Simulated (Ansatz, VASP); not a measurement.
Al: VASP beside Ansatz

Contents of INCAR:

```
SYSTEM = Al
PREC = Accurate ; ENCUT = 520
EDIFF = 1E-6 ; ISMEAR = -1
SIGMA = 0.05 ; LREAL = .False.
LASPH = .True. ; NELM = 80
ALGO = Normal ; ISIF = 2
LWAVE = .False. ; LCHARG = .False.
NBANDS = 8
```

KPOINTS

```
Automatic mesh
0
Gamma
  12 12 12
  0 0 0
```

The input POSCAR:

```
Al
1.0
   -1.5697130985      1.5697130985      1.5697130985
    1.5697130985     -1.5697130985      1.5697130985
    1.5697130985      1.5697130985     -1.5697130985
Al
1
Direct
    0.0000000000      0.0000000000      0.0000000000
```

File input.yaml:

```yaml
crystal:
  lattice:
    - [-1.5697130985, 1.5697130985, 1.5697130985]
    - [1.5697130985, -1.5697130985, 1.5697130985]
    - [1.5697130985, 1.5697130985, -1.5697130985]
  atoms:
    - { symbol: Al, position: [0.0, 0.0, 0.0] }
kpoints:
  mp_grid: { grid: [12, 12, 12] }
scf:
  occupations: { method: fermi_dirac, width: 0.05 }
hamiltonian:
  xc: lda
  pseudopotentials: { kind: all_electron, lapw: { basis_error: 0.001 } }
output:
  forces: true
  stress: true
  eigenvalues: true
```

Change from the starting cell: volume scaled by 0.96.

Alike in both runs: task single point; functional LDA; k mesh 12 × 12 × 12; occupations fermi-dirac, width 0.05 eV; no spin polarisation.

|  | VASP | Ansatz |
| --- | --- | --- |
| version | VASP 6.6.1 | Ansatz 0.2.0 |
| potentials or method | VASP PAW LDA potentials, release 64 (Al), cutoff 520 eV | all-electron LAPW, scalar-relativistic |

Ansatz gave:

| Property | Result |
| --- | --- |
| gap on the k mesh at the Fermi level (eV) | none |
| pressure (GPa) | 3.9 |

**Question.** Which values does VASP return?

**Answer.** gap on the k mesh at the Fermi level (eV): none; pressure (GPa): 4.0.

LDA's correlation is that of Perdew and Zunger in VASP and of Perdew and Wang (1992) in Ansatz. A gap of «none» marks a metal or a gap that the smearing closes. Ansatz ran all-electron here, and VASP with PAW potentials.
